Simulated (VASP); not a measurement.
BaTe:

```
Ba Te
1.0
     0.13868    3.56368    3.56368
     3.56368    0.13868    3.56368
     3.56368    3.56368    0.13868
Ba Te
1 1
Direct
  0.00000 0.00000 0.00000
  0.50000 0.50000 0.50000
```

This cell differs from its parent crystal: epitaxial 111 strain -3.0%.

Base run:

* Program: VASP 6.6.1
* Functional: r2SCAN
* Potentials or basis: VASP PAW PBE potentials, release 64 (Ba_sv, Te)
* Cutoff: 550 eV
* k mesh: 6 × 6 × 6
* Occupations: gaussian, width 0.01 eV
* Spin: no spin polarisation

Its results: band gap on the k mesh 1.77 eV (least direct gap 2.15 eV); pressure 1.4 GPa.

Question: The run is repeated on the same cell with these changes: functional from r2SCAN to HSE06; cutoff from 550 eV to 400 eV; k mesh from 6 × 6 × 6 to 4 × 4 × 4. What comes out?

Answer: Band gap on the k mesh 2.13 eV (least direct gap 2.55 eV); pressure 1.0 GPa.

Several settings changed at once.

Caveats: the PAW data sets were made with another functional, which shifts forces and pressure a little; spin-orbit coupling is left out, which moves the levels of the heavy elements.

A k mesh can miss the band edges.
